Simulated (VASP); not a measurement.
Co: single point with PBE

Crystal: Co.

```
Co
1.0
     2.50740    0.00000    0.00000
    -1.25370    2.17147    0.00000
     0.00000    0.00000    4.06990
Co
2
Direct
  0.33333 0.66667 0.25000
  0.66667 0.33333 0.75000
```

| Property | Result |
| --- | --- |
| Program | VASP 6.6.1 |
| Task | single point |
| Functional | PBE |
| Potentials or basis | VASP PAW PBE potentials, release 64 (Co_sv) |
| Cutoff | 690 eV |
| k mesh | 12 × 12 × 7 |
| Occupations | fermi-dirac, width 0.1 eV |
| Spin | no spin polarisation |
| Dipole correction | no |
| Further INCAR settings | ALGO = Normal; EDIFF = 1e-06; NBANDS = 24 |

```yaml
Pressure: -15.5 GPa
Band_gap_on_the_k_mesh: zero (bands 17 and 18 overlap by 1.35 eV)
```

Stress tensor (GPa, compression positive):
```
-14.76   0.00   0.00
  0.00 -14.76   0.00
  0.00   0.00 -16.86
```

Levels at points of the mesh, in eV from the Fermi level:
```
           k point  band 14  band 15  band 16  band 17  band 18  band 19  band 20  band 21
(0.00, 0.00, 0.00)    -1.38    -1.38    -1.00    -1.00    -0.13     0.11     0.11     6.63
(0.50, 0.00, 0.00)    -1.71    -1.36     0.26     0.34     0.41     1.84     3.71     9.71
```

Wall time 35 s on 1 thread of AMD EPYC 9R45 (Zen 5) (shared host), peak memory 0.14 GiB.

Caveat: the cell stands under tension; the run has no spin polarisation, though such a crystal can be magnetic. Spin polarisation is off, so any magnetic state and its effect on volume and gap are missing.
